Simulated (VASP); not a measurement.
# AgHgF3 (Pm-3m) in VASP: a series of runs

The runs below take AgHgF3 through single point, relaxation of cell and atoms, with PBE.

Everything below comes from runs of VASP 6.6.1. Logs are shortened: lines on timing, memory, paths and dates and some standing lists are left out, and cuts for length are marked.

## 1. The cell of the first run

Symmetry: Pm-3m, No. 221, cubic system. Conventional cell: a = 4.537 Å, b = 4.537 Å, c = 4.537 Å, α = 90.00°, β = 90.00°, γ = 90.00°. Ag (site symmetry m-3m) has 12 F at 3.21 Å and 8 Hg at 3.93 Å within 4.2 Å. Hg (site symmetry m-3m) has 6 F at 2.27 Å within 3.0 Å. F (site symmetry 4/mmm) has 2 Hg at 2.27 Å within 3.0 Å.

## 2. Single point, PBE

Contents of INCAR:

```
ALGO = Normal
EDIFF = 1E-6
ENCUT = 520
GGA = PE
ISIF = 2
ISMEAR = 0
LASPH = True
LCHARG = False
LREAL = False
LWAVE = False
NBANDS = 30
NELM = 100
PREC = Accurate
SIGMA = 0.1
```

Contents of KPOINTS:

```
k-points
0
Gamma
  8 8 8
```

Contents of POSCAR:

```
AgHgF3
1.0
    4.5370841270      0.0000000000      0.0000000000
    0.0000000000      4.5370841270      0.0000000000
    0.0000000000      0.0000000000      4.5370841270
Ag Hg F
1 1 3
Direct
    0.0000000000      0.0000000000      0.0000000000
    0.5000000000      0.5000000000      0.5000000000
    0.5000000000      0.5000000000      0.0000000000
    0.0000000000      0.5000000000      0.5000000000
    0.5000000000      0.0000000000      0.5000000000
```

Potentials or basis: VASP PAW PBE potentials, release 64 (Ag, Hg, F).

Started as:

```sh
$ cat potpaw_PBE.64/Ag/POTCAR potpaw_PBE.64/Hg/POTCAR potpaw_PBE.64/F/POTCAR > POTCAR
$ mpirun -np 1 vasp_std > vasp.out
```

OUTCAR:

```text
EDIFF = 1E-6
   ENCUT = 520
   GGA = PE
   ISIF = 2
   ISMEAR = 0
   LASPH = True
   LREAL = False
   NELM = 100
   PREC = Accurate

 ion  position               nearest neighbor table
   1  0.000  0.000  0.000-
   2  0.500  0.500  0.500-   3 2.27   4 2.27   5 2.27   3 2.27   5 2.27   4 2.27
   3  0.500  0.500  0.000-   2 2.27   2 2.27
   4  0.000  0.500  0.500-   2 2.27   2 2.27
   5  0.500  0.000  0.500-   2 2.27   2 2.27

  LATTYP: Found a simple cubic cell.
 ALAT       =     4.5370841270

  Lattice vectors:

 A1 = (   4.5370841270,   0.0000000000,   0.0000000000)
 A2 = (   0.0000000000,   4.5370841270,   0.0000000000)
 A3 = (   0.0000000000,   0.0000000000,   4.5370841270)

Analysis of symmetry for initial positions (statically):
=====================================================================
 Subroutine PRICEL returns:
 Original cell was already a primitive cell.

 Routine SETGRP: Setting up the symmetry group for a
 simple cubic supercell.

 Subroutine GETGRP returns: Found 48 space group operations
 (whereof 48 operations were pure point group operations)
 out of a pool of 48 trial point group operations.

The static configuration has the point symmetry O_h .

Analysis of symmetry for dynamics (positions and initial velocities):
=====================================================================
 Subroutine PRICEL returns:
 Original cell was already a primitive cell.

 Routine SETGRP: Setting up the symmetry group for a
 simple cubic supercell.

 Subroutine GETGRP returns: Found 48 space group operations
 (whereof 48 operations were pure point group operations)
 out of a pool of 48 trial point group operations.

The dynamic configuration has the point symmetry O_h .

 Subroutine INISYM returns: Found 48 space group operations
 (whereof 48 operations are pure point group operations),
 and found     1 'primitive' translations

----------------------------------------------------------------------------------------

                                     Primitive cell

  volume of cell :      93.3965

  direct lattice vectors                    reciprocal lattice vectors
     4.537084127  0.000000000  0.000000000     0.220405876  0.000000000  0.000000000
     0.000000000  4.537084127  0.000000000     0.000000000  0.220405876  0.000000000
     0.000000000  0.000000000  4.537084127     0.000000000  0.000000000  0.220405876

  length of vectors
     4.537084127  4.537084127  4.537084127     0.220405876  0.220405876  0.220405876

  position of ions in fractional coordinates (direct lattice)
     0.000000000  0.000000000  0.000000000
     0.500000000  0.500000000  0.500000000
     0.500000000  0.500000000  0.000000000
     0.000000000  0.500000000  0.500000000
     0.500000000  0.000000000  0.500000000

  ion indices of the primitive-cell ions
   primitive index   ion index
                 1           1
                 2           2
                 3           3
                 4           4
                 5           5

----------------------------------------------------------------------------------------

 KPOINTS: k-points

Automatic generation of k-mesh.
 Grid dimensions read from file:
 generate k-points for:    8    8    8

 Generating k-lattice:

  Cartesian coordinates                     Fractional coordinates (reciprocal lattice)
     0.027550734  0.000000000  0.000000000     0.125000000  0.000000000  0.000000000
     0.000000000  0.027550734  0.000000000     0.000000000  0.125000000  0.000000000
     0.000000000  0.000000000  0.027550734     0.000000000  0.000000000  0.125000000

  Length of vectors
     0.027550734  0.027550734  0.027550734

  Shift w.r.t. Gamma in fractional coordinates (k-lattice)
     0.000000000  0.000000000  0.000000000

 Subroutine IBZKPT returns following result:
 ===========================================

 Found     35 irreducible k-points:

 Following reciprocal coordinates:
            Coordinates               Weight
  0.000000  0.000000  0.000000      1.000000
  0.125000  0.000000  0.000000      6.000000
  0.250000  0.000000  0.000000      6.000000
  0.375000  0.000000  0.000000      6.000000
  0.500000  0.000000  0.000000      3.000000
  0.125000  0.125000  0.000000     12.000000
[... 16 lines left out ...]
  0.375000  0.375000  0.125000     24.000000
  0.500000  0.375000  0.125000     24.000000
 [... further k-points ...]
   k-points           NKPTS =     35   k-points in BZ     NKDIM =     35   number of bands    NBANDS=     30
   number of dos      NEDOS =    301   number of ions     NIONS =      5
   total plane-waves  NPLWV =  46656
   dimension x,y,z NGX =    36 NGY =   36 NGZ =   36
   dimension x,y,z NGXF=    72 NGYF=   72 NGZF=   72
   ions per type =               1   1   3
   NGX,Y,Z   is equivalent  to a cutoff of  13.19, 13.19, 13.19 a.u.
   NGXF,Y,Z  is equivalent  to a cutoff of  26.38, 26.38, 26.38 a.u.
 SYSTEM =  unknown system
[... 43 lines left out ...]
  volume of cell :       93.40
 maximum number of plane-waves:      2535
 NGX is ok and might be reduce to    36
   NGX = 17   NGY = 17   NGZ = 17

 number of electron      44.0000040 magnetization

 Free energy of the ion-electron system (eV)
  ---------------------------------------------------
  ext. energy  EPLUGINS =         0.00000000
  ---------------------------------------------------
  free energy    TOTEN  =       -13.46341263 eV

  energy without entropy =      -13.46079600  energy(sigma->0) =      -13.46210432

 E-fermi :  -0.0716     XC(G=0):  -8.9966

 val. band max:       -0.1095241793   @ k =   0.5000   0.5000   0.5000
 cond. band min:       0.0750450672   @ k =   0.1250   0.1250   0.0000
 fundamental gap:      0.1845692465
 Fermi energy:        -0.0715750410

 k-point     1 :       0.0000    0.0000    0.0000
  band No.  band energies     occupation
      1     -21.7737      2.00000
      2     -21.5276      2.00000
      3     -21.5276      2.00000
      4      -4.5064      2.00000
      5      -4.5064      2.00000
      6      -4.5064      2.00000
[... 22 lines left out ...]
     29      10.7323      0.00000
     30      13.5681      0.00000

 k-point     2 :       0.1250    0.0000    0.0000
  band No.  band energies     occupation
      1     -21.7618      2.00000
      2     -21.5272      2.00000
      3     -21.5272      2.00000
      4      -4.9659      2.00000
      5      -4.5943      2.00000
      6      -4.5943      2.00000
[... 22 lines left out ...]
     29      11.3758      0.00000
     30      12.8133      0.00000

 k-point     3 :       0.2500    0.0000    0.0000
  band No.  band energies     occupation
      1     -21.7325      2.00000
      2     -21.5269      2.00000
      3     -21.5266      2.00000
      4      -5.7509      2.00000
      5      -4.7501      2.00000
      6      -4.7501      2.00000
[... 22 lines left out ...]
     29      11.8164      0.00000
     30      11.8165      0.00000

 k-point     4 :       0.3750    0.0000    0.0000
  band No.  band energies     occupation
      1     -21.7025      2.00000
      2     -21.5269      2.00000
      3     -21.5258      2.00000
      4      -6.2836      2.00000
      5      -4.8717      2.00000
      6      -4.8717      2.00000
[... 22 lines left out ...]
     29      11.0823      0.00000
     30      11.0823      0.00000

 k-point     5 :       0.5000    0.0000    0.0000
  band No.  band energies     occupation
      1     -21.6901      2.00000
      2     -21.5267      2.00000
      3     -21.5249      2.00000
      4      -6.4709      2.00000
      5      -4.9164      2.00000
      6      -4.9164      2.00000
[... 22 lines left out ...]
     29      10.8009      0.00000
     30      10.8009      0.00000
[... 526 lines left out ...]
     29      11.0270      0.00000
     30      11.3656      0.00000

 k-point    22 :       0.5000    0.2500    0.1250
  band No.  band energies     occupation
      1     -21.6365      2.00000
      2     -21.5250      2.00000
      3     -21.5245      2.00000
      4      -6.4710      2.00000
      5      -5.7144      2.00000
      6      -5.2085      2.00000
[... 22 lines left out ...]
     29      11.1396      0.00000
     30      11.1683      0.00000

 k-point    23 :       0.3750    0.3750    0.1250
  band No.  band energies     occupation
      1     -21.6195      2.00000
      2     -21.5243      2.00000
      3     -21.5241      2.00000
      4      -6.3445      2.00000
      5      -6.1899      2.00000
      6      -5.3049      2.00000
[... 22 lines left out ...]
     29      10.9923      0.00000
     30      10.9946      0.00000

 k-point    24 :       0.5000    0.3750    0.1250
  band No.  band energies     occupation
      1     -21.6070      2.00000
      2     -21.5241      2.00000
      3     -21.5240      2.00000
      4      -6.4799      2.00000
      5      -6.2446      2.00000
      6      -5.3610      2.00000
[... 22 lines left out ...]
     29      10.8648      0.00000
     30      10.9441      0.00000

 [... further k-points ...]
[... 5 lines left out ...]
  --------------------------------------------------------------------------------------
  -------------------------------------------------------------------------------------
  Total        0.1634596      0.1634596      0.1634596      0.0000000      0.0000000     -0.0000000
  in kB        2.8040806      2.8040806      2.8040806      0.0000000      0.0000000     -0.0000000
  external PRESSURE =       2.8040806 kB  Pullay stress =       0.0000000 kB

 VOLUME and BASIS-vectors are now :
 -----------------------------------------------------------------------------
  energy-cutoff  :      520.00
  volume of cell :       93.40
      direct lattice vectors                 reciprocal lattice vectors
     4.537084127  0.000000000  0.000000000     0.220405876  0.000000000  0.000000000
     0.000000000  4.537084127  0.000000000     0.000000000  0.220405876  0.000000000
     0.000000000  0.000000000  4.537084127     0.000000000  0.000000000  0.220405876

 POSITION                                       TOTAL-FORCE (eV/Angst)
 -----------------------------------------------------------------------------------
      0.00000      0.00000      0.00000         0.000000      0.000000      0.000000
      2.26854      2.26854      2.26854         0.000000      0.000000      0.000000
      2.26854      2.26854      0.00000         0.000000      0.000000      0.000000
      0.00000      2.26854      2.26854         0.000000      0.000000      0.000000
      2.26854      0.00000      2.26854         0.000000      0.000000      0.000000
 -----------------------------------------------------------------------------------
    total drift:                                0.000000      0.000000      0.000000

  FREE ENERGIE OF THE ION-ELECTRON SYSTEM (eV)
  ---------------------------------------------------
  free  energy   TOTEN  =       -13.4634126328 eV

  energy  without entropy=      -13.4607959983  energy(sigma->0) =      -13.46210432
```

It took 57 s on 1 thread of Intel Xeon Platinum 8259CL at 2.50GHz (Skylake/Cascade Lake), shared host; peak memory 0.26 GiB.

Results:

* Free energy: -13.4634 eV
* Pressure: 0.3 GPa
* Band gap on the k mesh: zero (band 22 reaches -0.11 eV, above the bottom of band 23 at -0.50 eV)

Levels at points of the mesh, in eV from the Fermi level:
| k point | band 20 | band 21 | band 22 | band 23 | band 24 | band 25 |
| --- | --- | --- | --- | --- | --- | --- |
| (0.00, 0.00, 0.00) | -2.35 | -2.35 | -2.35 | -0.43 | 2.86 | 8.34 |
| (0.50, 0.00, 0.00) | -2.01 | -1.97 | -1.97 | 2.11 | 2.86 | 6.61 |
| (0.50, 0.50, 0.00) | -1.82 | -1.82 | -0.04 | 2.70 | 4.56 | 5.52 |
| (0.50, 0.50, 0.50) | -2.24 | -0.04 | -0.04 | 2.43 | 5.69 | 7.10 |

Caveat: spin-orbit coupling is left out, which moves the levels of the heavy elements.

## 3. Relaxation of cell and atoms, PBE

This run uses another cell than the first one, of 18.61 Å³/atom, 0.996 times its volume.

Contents of INCAR:

```
ALGO = Normal
EDIFF = 1E-6
EDIFFG = -0.005
ENCUT = 600
GGA = PE
IBRION = 2
ISIF = 3
ISMEAR = 0
LASPH = T
LCHARG = F
LREAL = F
LWAVE = F
NELM = 100
NSW = 100
PREC = Accurate
SIGMA = 0.1
```

KPOINTS is that of step 2.

POSCAR, as its differences from that of step 2:

```diff
@@ -2,5 +2,5 @@
 1.0
-    4.5370841270      0.0000000000      0.0000000000
-    0.0000000000      4.5370841270      0.0000000000
-    0.0000000000      0.0000000000      4.5370841270
+    4.5317085797      0.0000000000      0.0000000000
+    0.0000000000      4.5317085797      0.0000000000
+    0.0000000000      0.0000000000      4.5317085797
 Ag Hg F
```

Potentials or basis: VASP PAW PBE potentials, release 64 (Ag, Hg, F).

Started as:

```sh
$ cat potpaw_PBE.64/Ag/POTCAR potpaw_PBE.64/Hg/POTCAR potpaw_PBE.64/F/POTCAR > POTCAR
$ mpirun -np 1 vasp_std > vasp.out
```

It took 92 s on 1 thread of Intel Xeon Platinum 8259CL at 2.50GHz (Skylake/Cascade Lake), shared host; peak memory 0.28 GiB.

It converged, with:

- Free energy: -13.4680 eV
- Relaxed volume: 18.75 Å³/atom
- Relaxed cell: a = 4.543 Å, b = 4.543 Å, c = 4.543 Å, α = 90.00°, β = 90.00°, γ = 90.00°
- Space group after relaxing (to 0.05 Å): Pm-3m (No. 221)
- Energy gained by relaxing: 0.2 meV/atom
- Ionic steps: 2
- Pressure after relaxing: 0.0 GPa
- Band gap on the k mesh: zero (band 22 reaches -0.15 eV, above the bottom of band 23 at -0.53 eV)

Step by step:
```tsv
step	energy change (eV)	largest force (eV/Å)	pressure (GPa)	volume (Å³)
1	0.0000	0.0000	0.44	93.06
2	-0.0010	0.0000	0.02	93.76
```

Final structure:
```xyz
5
Lattice="4.5430 0.0000 0.0000 0.0000 4.5430 0.0000 0.0000 0.0000 4.5430" Properties=species:S:1:pos:R:3 pbc="T T T"
Ag    0.0000    0.0000    0.0000
Hg    2.2715    2.2715    2.2715
F     2.2715    2.2715    0.0000
F     0.0000    2.2715    2.2715
F     2.2715    0.0000    2.2715
```

Levels at points of the mesh, in eV from the Fermi level:
```
           k point  band 20  band 21  band 22  band 23  band 24  band 25
(0.00, 0.00, 0.00)    -2.34    -2.34    -2.34    -0.41     2.85     8.34
(0.50, 0.00, 0.00)    -2.00    -1.95    -1.95     2.11     2.85     6.61
(0.50, 0.50, 0.00)    -1.80    -1.80    -0.04     2.71     4.55     5.53
(0.50, 0.50, 0.50)    -2.22    -0.04    -0.04     2.44     5.67     7.11
```

Caveat: spin-orbit coupling is left out, which moves the levels of the heavy elements.

## 4. Single point, PBE

This run uses another cell than the first one, of 18.61 Å³/atom, 0.996 times its volume.

Contents of INCAR:

```
SYSTEM = AgHgF3
PREC = Accurate
ENCUT = 520
EDIFF = 1E-7
ISMEAR = 0
SIGMA = 0.1
LREAL = .False.
LASPH = .True.
NELM = 100
ALGO = Normal
ISIF = 2
LWAVE = .False.
LCHARG = .False.
GGA = PE
NBANDS = 30
```

Contents of KPOINTS:

```
Automatic mesh
0
Gamma
  6 6 6
  0 0 0
```

POSCAR is that of step 3.

Started as:

```sh
$ cat potpaw_PBE.64/Ag/POTCAR potpaw_PBE.64/Hg/POTCAR potpaw_PBE.64/F/POTCAR > POTCAR
$ mpirun -np 1 vasp_std > vasp.out
```

Run time: 40 s. Hardware: 1 thread of Intel Xeon Platinum 8259CL at 2.50GHz (Skylake/Cascade Lake), shared host; peak memory 0.23 GiB.

It converged, with:

```yaml
Free_energy: -13.4618 eV
Pressure: 0.5 GPa
Band_gap_on_the_k_mesh: zero (band 22 reaches -0.06 eV, above the bottom of band 23 at -0.47 eV)
```

Levels at points of the mesh, in eV from the Fermi level:
```tsv
k point	band 19	band 20	band 21	band 22	band 23	band 24	band 25	band 26
(0.00, 0.00, 0.00)	-2.52	-2.42	-2.42	-2.42	-0.49	2.81	8.29	8.29
(0.50, 0.00, 0.00)	-2.15	-2.08	-2.03	-2.03	2.05	2.82	6.56	8.61
(0.50, 0.50, 0.00)	-2.07	-1.88	-1.88	-0.08	2.65	4.53	5.46	5.46
(0.50, 0.50, 0.50)	-2.30	-2.30	-0.08	-0.08	2.37	5.66	7.05	7.05
```

Caveat: spin-orbit coupling is left out, which moves the levels of the heavy elements.

## 5. Relaxation of cell and atoms, PBE

This run uses another cell than the first one, of 12.43 Å³/atom, 0.665 times its volume.

Contents of INCAR:

```
SYSTEM = AgHgF3
PREC = Accurate
ENCUT = 600
EDIFF = 1E-6
ISMEAR = 0
SIGMA = 0.1
LREAL = .False.
LASPH = .True.
NELM = 100
ALGO = Normal
ISIF = 3
LWAVE = .False.
LCHARG = .False.
GGA = PE
IBRION = 2
NSW = 100
EDIFFG = -0.05
```

Contents of KPOINTS:

```
regular mesh
0
Gamma
  6 6 6
  0 0 0
```

POSCAR, as its differences from that of step 4:

```diff
@@ -2,5 +2,5 @@
 1.0
-    4.5317085797      0.0000000000      0.0000000000
-    0.0000000000      4.5317085797      0.0000000000
-    0.0000000000      0.0000000000      4.5317085797
+    3.9610502283      0.0000000000      0.0000000000
+    0.0000000000      3.9610502283      0.0000000000
+    0.0000000000      0.0000000000      3.9610502283
 Ag Hg F
```

Started as:

```sh
$ cat potpaw_PBE.64/Ag/POTCAR potpaw_PBE.64/Hg/POTCAR potpaw_PBE.64/F/POTCAR > POTCAR
$ mpirun -np 1 vasp_std > vasp.out
```

Wall time 83 s (1 thread of Intel Xeon Platinum 8259CL at 2.50GHz (Skylake/Cascade Lake), shared host); peak memory 0.21 GiB.

It converged, with:

| Item | Value |
| --- | --- |
| Free energy | -13.3691 eV |
| Relaxed volume | 18.47 Å³/atom |
| Relaxed cell | a = 4.520 Å, b = 4.520 Å, c = 4.520 Å, α = 90.00°, β = 90.00°, γ = 90.00° |
| Space group after relaxing (to 0.05 Å) | Pm-3m (No. 221) |
| Energy gained by relaxing | 793.3 meV/atom |
| Ionic steps | 4 |
| Pressure after relaxing | 0.0 GPa |
| Band gap on the k mesh | zero (band 22 reaches 0.02 eV, above the bottom of band 23 at -0.41 eV) |

Step by step:
| step | energy change (eV) | largest force (eV/Å) | pressure (GPa) | volume (Å³) |
| --- | --- | --- | --- | --- |
| 1 | 0.0000 | 0.0000 | 61.05 | 62.15 |
| 2 | -3.0156 | 0.0000 | -11.92 | 115.22 |
| 3 | -3.9624 | 0.0000 | 0.98 | 90.96 |
| 4 | -3.9665 | 0.0000 | -0.01 | 92.33 |

Final structure:
```
Ag Hg F
1.0
     4.51982    0.00000    0.00000
     0.00000    4.51982    0.00000
     0.00000    0.00000    4.51982
Ag Hg F
1 1 3
Direct
  0.00000 0.00000 0.00000
  0.50000 0.50000 0.50000
  0.50000 0.50000 0.00000
  0.00000 0.50000 0.50000
  0.50000 0.00000 0.50000
```

Levels at points of the mesh, in eV from the Fermi level:
| k point | band 18 | band 19 | band 20 | band 21 | band 22 | band 23 | band 24 | band 25 | band 26 |
| --- | --- | --- | --- | --- | --- | --- | --- | --- | --- |
| (0.00, 0.00, 0.00) | -2.54 | -2.54 | -2.43 | -2.43 | -2.43 | -0.50 | 2.83 | 8.30 | 8.30 |
| (0.50, 0.00, 0.00) | -2.27 | -2.16 | -2.10 | -2.05 | -2.05 | 2.04 | 2.83 | 6.56 | 8.62 |
| (0.50, 0.50, 0.00) | -2.11 | -2.09 | -1.90 | -1.90 | -0.07 | 2.65 | 4.57 | 5.45 | 5.45 |
| (0.50, 0.50, 0.50) | -2.32 | -2.32 | -2.32 | -0.07 | -0.07 | 2.37 | 5.71 | 7.05 | 7.05 |

Caveat: the volume moved by over 15 % at a fixed basis, so the end points are rough; spin-orbit coupling is left out, which moves the levels of the heavy elements.

## 6. The runs side by side

```tsv
task	cell	k mesh	cutoff (eV)	gap on the mesh (eV)	pressure (GPa)	relaxed volume (Å³/atom)
single point	a = 4.537 Å, 5 atoms	8 × 8 × 8	520	none	0.3	-
relaxation of cell and atoms	relaxed from a = 4.532 Å, 5 atoms	8 × 8 × 8	600	none	0.0	18.75
single point	a = 4.532 Å, 5 atoms	6 × 6 × 6	520	none	0.5	-
relaxation of cell and atoms	relaxed from a = 3.961 Å, 5 atoms	6 × 6 × 6	600	none	0.0	18.47
```

Alike in all rows: level PBE; potentials or basis VASP PAW PBE potentials, release 64 (Ag, Hg, F); no spin polarisation; smearing gaussian 0.1 eV.

Caveats: spin-orbit coupling is left out, which moves the levels of the heavy elements; the volume moved by over 15 % at a fixed basis, so the end points are rough (some runs).

Total energies depend on the potentials used, so only differences within one code and one set of settings carry meaning.
